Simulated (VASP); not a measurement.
Runs of VASP 6.6.1 on BeSe5. The structure is that of space group P-62m (No. 189), or close to it. The cells are those of the table. 

```tsv
task	cell	k mesh	cutoff (eV)	gap on the mesh (eV)	pressure (GPa)	relaxed volume (Å³/atom)	largest force (eV/Å)
relaxation of cell and atoms	relaxed from a = 6.403, b = 6.403, c = 3.440 Å, angles 90.0, 90.0, 120.0°, 6 atoms	3 × 3 × 6	600	none	0.0	20.37	0.02
single point	a = 6.125, b = 6.125, c = 5.549 Å, angles 90.0, 90.0, 120.0°, 6 atoms	3 × 3 × 4	520	none	(a)	-	0.72
single point	a = 6.400, b = 6.400, c = 3.444 Å, angles 90.0, 90.0, 120.0°, 6 atoms	3 × 3 × 6	520	none	0.1	-	-
relaxation of cell and atoms	relaxed from a = 6.125, b = 6.125, c = 5.549 Å, angles 90.0, 90.0, 120.0°, 6 atoms	3 × 3 × 4	600	none	-0.1	20.41	0.02
single point	a = 6.403, b = 6.403, c = 3.440 Å, angles 90.0, 90.0, 120.0°, 6 atoms	3 × 3 × 4	520	none	-0.1	-	0.02
relaxation of cell and atoms	relaxed from a = 6.400, b = 6.400, c = 3.444 Å, angles 90.0, 90.0, 120.0°, 6 atoms	6 × 6 × 12	600	none	0.0	20.41	-
single point	a = 6.430, b = 6.430, c = 3.418 Å, angles 90.0, 90.0, 120.0°, 6 atoms	6 × 6 × 12	520	none	0.0	-	-
```

Alike in all rows: level PBE; potentials or basis VASP PAW PBE potentials, release 64 (Be, Se); no spin polarisation; smearing gaussian 0.1 eV.

Q: Fill in the values left out.

A: (a) -11.1.

Caveats: some runs use coarse meshes; the volume moved by over 15 % at a fixed basis, so the end points are rough (some runs).

A k mesh can miss the band edges, and the runs leave out spin-orbit coupling on Se.

A gap of «none» marks levels without a gap at the run's occupations.
